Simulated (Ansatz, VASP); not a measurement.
## Ge: VASP beside Ansatz

INCAR

```
PREC = Accurate ; ENCUT = 520
EDIFF = 1E-6 ; ISMEAR = 0
SIGMA = 0.05 ; LREAL = F
LASPH = T ; NELM = 60
ALGO = Normal ; ISIF = 2
LWAVE = F ; LCHARG = F
NBANDS = 21
```

KPOINTS

```
regular mesh
0
Gamma
  14 14 14
```

POSCAR

```
Ge
1.0
    0.0000000000      2.8300000000      2.8300000000
    2.8300000000      0.0000000000      2.8300000000
    2.8300000000      2.8300000000      0.0000000000
Ge
2
Direct
    0.5000000000      0.5000000000      0.5000000000
    0.7500000000      0.7500000000      0.7500000000
```

Input for Ansatz:

```yaml
crystal:
  lattice:
    - [0.0, 2.83, 2.83]
    - [2.83, 0.0, 2.83]
    - [2.83, 2.83, 0.0]
  atoms:
    - { symbol: Ge, position: [0.5, 0.5, 0.5] }
    - { symbol: Ge, position: [0.75, 0.75, 0.75] }
basis:
  ecutwfc: 420
  ecutrho_ratio: 4
kpoints:
  mp_grid: { grid: [14, 14, 14] }
hamiltonian:
  xc: lda
scf:
  occupations: { method: gaussian, width: 0.05 }
output:
  forces: true
  stress: true
  eigenvalues: true
```

Alike in both runs: task single point; functional LDA; k mesh 14 × 14 × 14; occupations gaussian, width 0.05 eV; no spin polarisation.

|  | VASP | Ansatz |
| --- | --- | --- |
| version | VASP 6.6.1 | Ansatz 0.2.0 |
| potentials or method | VASP PAW LDA potentials, release 64 (Ge_d), cutoff 520 eV | scalar-relativistic, plane waves, PAW |
| valence electrons in the cell | 28 | 28 |

VASP gave:

| Item | Value |
| --- | --- |
| pressure (GPa) | -1.2 |

Question: Estimate Ansatz's values.

Answer: Pressure (GPa): -1.4.

LDA's correlation is that of Perdew and Zunger in VASP and of Perdew and Wang (1992) in Ansatz.
